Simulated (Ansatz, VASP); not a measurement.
Two plane-wave programs on PbO2

The input INCAR:

```
PREC = Accurate
ENCUT = 520
EDIFF = 1E-6
ISMEAR = 0
SIGMA = 0.02
LREAL = False
LASPH = True
NELM = 60
ALGO = Normal
ISIF = 2
LWAVE = False
LCHARG = False
GGA = PE
NBANDS = 35
```

The input KPOINTS:

```
regular mesh
0
Gamma
  6 6 6
```

File POSCAR:

```
PbO2
1.0
    0.0000000000      3.9959444148      3.9959444148
    3.9959444148      0.0000000000      3.9959444148
    3.9959444148      3.9959444148      0.0000000000
Pb O
2 4
Direct
    0.5000000000      0.5000000000      0.5000000000
    0.7500000000      0.7500000000      0.7500000000
    0.6250000000      0.6250000000      0.6250000000
    0.1250000000      0.6250000000      0.6250000000
    0.6250000000      0.6250000000      0.1250000000
    0.6250000000      0.1250000000      0.6250000000
```

Input for Ansatz:

```yaml
crystal:
  lattice:
    - [0.0, 3.9959444148, 3.9959444148]
    - [3.9959444148, 0.0, 3.9959444148]
    - [3.9959444148, 3.9959444148, 0.0]
  atoms:
    - { symbol: Pb, position: [0.5, 0.5, 0.5] }
    - { symbol: Pb, position: [0.75, 0.75, 0.75] }
    - { symbol: O, position: [0.625, 0.625, 0.625] }
    - { symbol: O, position: [0.125, 0.625, 0.625] }
    - { symbol: O, position: [0.625, 0.625, 0.125] }
    - { symbol: O, position: [0.625, 0.125, 0.625] }
basis:
  ecutwfc: 420
kpoints:
  mp_grid: { grid: [6, 6, 6] }
hamiltonian:
  xc: pbe
scf:
  occupations: { method: gaussian, width: 0.02 }
output:
  forces: true
  stress: true
  eigenvalues: true
```

Alike in both runs: task single point; functional PBE; k mesh 6 × 6 × 6; occupations gaussian, width 0.02 eV; no spin polarisation.

|  | VASP | Ansatz |
| --- | --- | --- |
| version | VASP 6.6.1 | Ansatz 0.2.0 |
| potentials or method | VASP PAW PBE potentials, release 64 (Pb_d, O), cutoff 520 eV | scalar-relativistic, plane waves, PAW |
| valence electrons in the cell | 52 | 52 |

```tsv
	VASP	Ansatz	Ansatz less VASP
gap on the k mesh at the Fermi level (eV)	1.93	1.91	-0.010
least direct gap on the mesh (eV)	1.93	1.91	-0.010
pressure (GPa)	80.5	82.7	+2.22
```

Both programs put the cell under a high pressure, so it lies far from rest at this level. The functional is the same, so the differences come from potentials, cutoffs and numerics.

Neither program's run includes spin-orbit coupling. Noted on VASP's run: the cell as given lies far from equilibrium.
